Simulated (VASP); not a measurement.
# Al (P6/mmm) in VASP: single point with PBE

Aim: the single point of Al with PBE.

Everything below comes from runs of VASP 6.6.1. Logs are shortened: lines on timing, memory, paths and dates and some standing lists are left out, and cuts for length are marked.

## 1. The cell of the first run

It takes space group P6/mmm (No. 191, hexagonal). The conventional cell has a = 4.545 Å, b = 4.545 Å, c = 2.753 Å, α = 90.00°, β = 90.00°, γ = 120.00°. Within 3.5 Å of Al (site symmetry -6m2) lie 5 Al at 2.62 to 2.75 Å.

This isn't the form of Al at room conditions, which is fcc.

## 2. Single point, PBE

POSCAR

```
Al
1.0
    4.5451291953      0.0000000000      0.0000000000
   -2.2725645977      3.9361973466      0.0000000000
    0.0000000000      0.0000000000      2.7530670724
Al
2
Direct
    0.3333333333      0.6666666667      0.0000000000
    0.6666666667      0.3333333333      0.0000000000
```

INCAR.step1

```
  PREC = Accurate
  ENCUT = 520
  EDIFF = 1E-7
  ISMEAR = 0
  SIGMA = 0.1
  LREAL = False
  LASPH = True
  NELM = 80
  ALGO = Fast
  ISIF = 2
  LWAVE = False
  LCHARG = True
  GGA = PE
  NBANDS = 10
```

KPOINTS.step1

```
regular mesh
0
Gamma
  12 12 20
```

INCAR.step2

```
  PREC = Accurate
  ENCUT = 520
  EDIFF = 1E-7
  ISMEAR = -5
  SIGMA = 0.1
  LREAL = False
  LASPH = True
  NELM = 80
  ALGO = Fast
  ISIF = 2
  LWAVE = False
  LCHARG = False
  GGA = PE
  LORBIT = 11
  NBANDS = 10
  NEDOS = 2001
  ICHARG = 11
```

KPOINTS.step2

```
regular mesh
0
Gamma
  18 18 30
```

Potentials or basis: VASP PAW PBE potentials, release 64 (Al).

On the command line:

```sh
> cat potpaw_PBE.64/Al/POTCAR > POTCAR
> cp INCAR.step1 INCAR
> cp KPOINTS.step1 KPOINTS
> mpirun -np 1 vasp_std > vasp.out
> cp INCAR.step2 INCAR
> cp KPOINTS.step2 KPOINTS
> mpirun -np 1 vasp_std > vasp.out
```

OUTCAR:

```text
PREC = Accurate
   ENCUT = 520
   EDIFF = 1E-7
   ISMEAR = -5
   LREAL = False
   LASPH = True
   NELM = 80
   ISIF = 2
   GGA = PE
   LORBIT = 11
   ICHARG = 11

 ion  position               nearest neighbor table
   1  0.333  0.667  0.000-   2 2.62   2 2.62   2 2.62
   2  0.667  0.333  0.000-   1 2.62   1 2.62   1 2.62

  LATTYP: Found a hexagonal cell.
 ALAT       =     4.5451291953
 C/A-ratio  =     0.6057181114

  Lattice vectors:

 A1 = (   4.5451291953,   0.0000000000,   0.0000000000)
 A2 = (  -2.2725645977,   3.9361973466,   0.0000000000)
 A3 = (   0.0000000000,   0.0000000000,   2.7530670724)

Analysis of symmetry for initial positions (statically):
=====================================================================
 Subroutine PRICEL returns:
 Original cell was already a primitive cell.

 Routine SETGRP: Setting up the symmetry group for a
 hexagonal supercell.

 Subroutine GETGRP returns: Found 24 space group operations
 (whereof 24 operations were pure point group operations)
 out of a pool of 24 trial point group operations.

The static configuration has the point symmetry D_6h.

Analysis of symmetry for dynamics (positions and initial velocities):
=====================================================================
 Subroutine PRICEL returns:
 Original cell was already a primitive cell.

 Routine SETGRP: Setting up the symmetry group for a
 hexagonal supercell.

 Subroutine GETGRP returns: Found 24 space group operations
 (whereof 24 operations were pure point group operations)
 out of a pool of 24 trial point group operations.

The dynamic configuration has the point symmetry D_6h.

 Subroutine INISYM returns: Found 24 space group operations
 (whereof 24 operations are pure point group operations),
 and found     1 'primitive' translations

----------------------------------------------------------------------------------------

                                     Primitive cell

  volume of cell :      49.2538

  direct lattice vectors                    reciprocal lattice vectors
     4.545129195  0.000000000  0.000000000     0.220015748  0.127026151  0.000000000
    -2.272564598  3.936197347  0.000000000     0.000000000  0.254052303  0.000000000
     0.000000000  0.000000000  2.753067072     0.000000000  0.000000000  0.363231252

  length of vectors
     4.545129195  4.545129195  2.753067072     0.254052303  0.254052303  0.363231252

  position of ions in fractional coordinates (direct lattice)
     0.333333333  0.666666667  0.000000000
     0.666666667  0.333333333  0.000000000

  ion indices of the primitive-cell ions
   primitive index   ion index
                 1           1
                 2           2

----------------------------------------------------------------------------------------

 KPOINTS: regular mesh

Automatic generation of k-mesh.
 Grid dimensions read from file:
 generate k-points for:   18   18   30

 Generating k-lattice:

  Cartesian coordinates                     Fractional coordinates (reciprocal lattice)
     0.012223097  0.007057008  0.000000000     0.055555556 -0.000000000  0.000000000
     0.000000000  0.014114017  0.000000000     0.000000000  0.055555556  0.000000000
     0.000000000  0.000000000  0.012107708     0.000000000  0.000000000  0.033333333

  Length of vectors
     0.014114017  0.014114017  0.012107708

  Shift w.r.t. Gamma in fractional coordinates (k-lattice)
     0.000000000  0.000000000  0.000000000

 TETIRR: Found   9885 inequivalent tetrahedra from    58320

 Subroutine IBZKPT returns following result:
 ===========================================

 Found    592 irreducible k-points:

 Following reciprocal coordinates:
            Coordinates               Weight
  0.000000  0.000000  0.000000      1.000000
  0.055556 -0.000000  0.000000      6.000000
  0.111111 -0.000000  0.000000      6.000000
  0.166667 -0.000000  0.000000      6.000000
  0.222222 -0.000000  0.000000      6.000000
  0.277778  0.000000  0.000000      6.000000
[... 16 lines left out ...]
  0.333333  0.111111  0.000000     12.000000
  0.388889  0.111111  0.000000     12.000000
 [... further k-points ...]
   k-points           NKPTS =    592   k-points in BZ     NKDIM =    592   number of bands    NBANDS=     10
   number of dos      NEDOS =   2001   number of ions     NIONS =      2
   total plane-waves  NPLWV =  25920
   dimension x,y,z NGX =    36 NGY =   36 NGZ =   20
   dimension x,y,z NGXF=    72 NGYF=   72 NGZF=   40
   ions per type =               2
   NGX,Y,Z   is equivalent  to a cutoff of  13.17, 13.17, 12.08 a.u.
   NGXF,Y,Z  is equivalent  to a cutoff of  26.34, 26.34, 24.15 a.u.
 SYSTEM =  unknown system
   PREC   = accura    normal or accurate (medium, high low for compatibility)
   ISTART =      0    job   : 0-new  1-cont  2-samecut
   ICHARG =     11    charge: 1-file 2-atom 10-const
   ISPIN  =      1    spin polarized calculation?
   LNONCOLLINEAR =      F non collinear calculations
   LSORBIT =      F    spin-orbit coupling
   LASPH  =      T    aspherical Exc in radial PAW
   ENCUT  =  520.0 eV  38.22 Ry    6.18 a.u.   8.45  8.45  5.12*2*pi/ulx,y,z
   NELM   =     80;   NELMIN=  2; NELMDL=  0     # of ELM steps
   EDIFF  = 0.1E-06   stopping-criterion for ELM
   LREAL  =      F    real-space projection
   EDIFFG = 0.1E-05   stopping-criterion for IOM
   NSW    =      0    number of steps for IOM
   IBRION =     -1    ionic relax: 0-MD 1-quasi-New 2-CG
   NFREE  =      0    steps in history (QN), initial steepest desc. (CG)
   ISIF   =      2    stress and relaxation
   ISYM   =      2    0-nonsym 1-usesym 2-fastsym
   POTIM  = 0.5000    time-step for ionic-motion
   TEBEG  =    0.0;   TEEND  =   0.0 temperature during run
   PSTRESS=    0.0 pullay stress
   NELECT =       6.0000    total number of electrons
   NUPDOWN=      -1.0000    fix difference up-down
   EMIN   =  10.00;   EMAX   =-10.00  energy-range for DOS
   EFERMI =   0.00;   METHOD = LEGACY
   ISMEAR =    -5;   SIGMA  =   0.10  broadening in eV -4-tet -1-fermi 0-gaus
   EFERMI_NEDOS =   21; number of points for ismear=-14 and -15
   IALGO  =     68    algorithm
   IMIX   =      4    mixing-type and parameters
     AMIX     =   0.40;   BMIX     =  1.00
     AMIX_MAG =   1.60;   BMIX_MAG =  1.00
  volume/ion in A,a.u.               =      24.63       166.19
  Fermi-wavevector in a.u.,A,eV,Ry     =   0.811544  1.533595  8.960842  0.658603
  Thomas-Fermi vector in A             =   1.920923
   LORBIT       =     11    0 simple, 1 ext, 2 COOP (PROOUT), +10 PAW based schemes
   GGA     = PE    functional components
   LHFCALC =     F    Hartree Fock is set to
   AEXX    =    0.0000 exact exchange contribution
   IVDW    =     0    specifies the selected vdW correction
   LEPSILON=     F    determine dielectric tensor
   LRPA    =     F    only Hartree local field effects (RPA)
 non-spin polarized calculation
 RMM-DIIS sequential band-by-band and
 Fermi weights with tetrahedron method with Bloechl corrections
  energy-cutoff  :      520.00
  volume of cell :       49.25
 maximum number of plane-waves:      1354
 NGX is ok and might be reduce to    36

 number of electron       6.0000000 magnetization

 Free energy of the ion-electron system (eV)
  ---------------------------------------------------
  ext. energy  EPLUGINS =         0.00000000
  ---------------------------------------------------
  free energy    TOTEN  =        -6.49710402 eV

  energy without entropy =       -6.49710402  energy(sigma->0) =       -6.49710402

 E-fermi :   3.9746     XC(G=0):  -8.4762

 val. band max:        4.0930564504   @ k =   0.0556  -0.0000   0.3000
 cond. band min:       3.9154811434   @ k =   0.0000   0.0000   0.1667
 fundamental gap:     -0.1775753070
 Fermi energy:         3.9745716034

 k-point     1 :       0.0000    0.0000    0.0000
  band No.  band energies     occupation
      1      -4.8284      2.00000
      2       3.0995      2.00000
      3       3.0995      2.00000
      4       3.4094      2.00000
      5       6.1786      0.00000
      6       6.1786      0.00000
      7       9.4389      0.00000
      8      13.2501      0.00000
      9      13.8553      0.00000
     10      19.5517      0.00000

 k-point     2 :       0.0556   -0.0000    0.0000
  band No.  band energies     occupation
      1      -4.8023      2.00000
      2       2.5215      2.00000
      3       3.0466      2.00000
      4       3.9494      0.92508
      5       6.1453      0.00000
      6       6.2858      0.00000
      7       9.6083      0.00000
      8      13.2716      0.00000
      9      13.8635      0.00000
     10      19.2313      0.00000

 k-point     3 :       0.1111   -0.0000    0.0000
  band No.  band energies     occupation
      1      -4.7242      2.00000
      2       1.8125      2.00000
      3       2.9085      2.00000
      4       4.4813     -0.00766
      5       6.1543      0.00000
      6       6.5866      0.00000
      7      10.0690      0.00000
      8      13.3359      0.00000
      9      13.8838      0.00000
     10      18.7033      0.00000
[... 248 lines left out ...]
 k-point    23 :       0.3333    0.1111    0.0000
  band No.  band energies     occupation
      1      -3.5653      2.00000
      2      -1.3489      2.00000
      3       1.6292      2.00000
      4       4.9543      0.00000
      5       8.4342      0.00000
      6      10.8217      0.00000
      7      11.9316      0.00000
      8      13.9754      0.00000
      9      14.2795      0.00000
     10      15.1249      0.00000

 k-point    24 :       0.3889    0.1111    0.0000
  band No.  band energies     occupation
      1      -3.2954      2.00000
      2      -1.7463      2.00000
      3       1.5436      2.00000
      4       4.8830      0.00000
      5       9.2736      0.00000
      6      11.0819      0.00000
      7      11.6860      0.00000
      8      13.4122      0.00000
      9      14.4919      0.00000
     10      15.6210      0.00000

 [... further k-points ...]

------------------------ aborting loop because EDIFF is reached ----------------------------------------

  FORCE on cell =-STRESS in cart. coord.  units (eV):
  Direction    XX          YY          ZZ          XY          YZ          ZX
  --------------------------------------------------------------------------------------
  -------------------------------------------------------------------------------------
  Total       -0.0093766     -0.0093766      0.0123328      0.0000000      0.0000000      0.0000000
  in kB       -0.3050107     -0.3050107      0.4011743      0.0000000      0.0000000      0.0000000
  external PRESSURE =      -0.0696157 kB  Pullay stress =       0.0000000 kB

 VOLUME and BASIS-vectors are now :
 -----------------------------------------------------------------------------
  energy-cutoff  :      520.00
  volume of cell :       49.25
      direct lattice vectors                 reciprocal lattice vectors
     4.545129195  0.000000000  0.000000000     0.220015748  0.127026151  0.000000000
    -2.272564598  3.936197347  0.000000000     0.000000000  0.254052303  0.000000000
     0.000000000  0.000000000  2.753067072     0.000000000  0.000000000  0.363231252

 POSITION                                       TOTAL-FORCE (eV/Angst)
 -----------------------------------------------------------------------------------
     -0.00000      2.62413      0.00000        -0.000000      0.000000      0.000000
      2.27256      1.31207      0.00000         0.000000     -0.000000      0.000000
 -----------------------------------------------------------------------------------
    total drift:                               -0.000000      0.000000     -0.000000

  FREE ENERGIE OF THE ION-ELECTRON SYSTEM (eV)
  ---------------------------------------------------
  free  energy   TOTEN  =        -6.4971040164 eV

  energy  without entropy=       -6.4971040164  energy(sigma->0) =       -6.49710402

 total charge

# of ion       s       p       d       tot
------------------------------------------
    1        0.468   0.329   0.000   0.797
    2        0.468   0.329   0.000   0.797
--------------------------------------------------
tot          0.936   0.659   0.000   1.595
```

Run time: 71 s. Hardware: 1 thread of Intel Xeon 6975P-C (Granite Rapids), shared host; peak memory 0.34 GiB.

Results:

```
Valence electrons inside the program's atomic spheres : Al 0.80
```

Caveat: tetrahedron occupations give inexact forces and stress in metals.
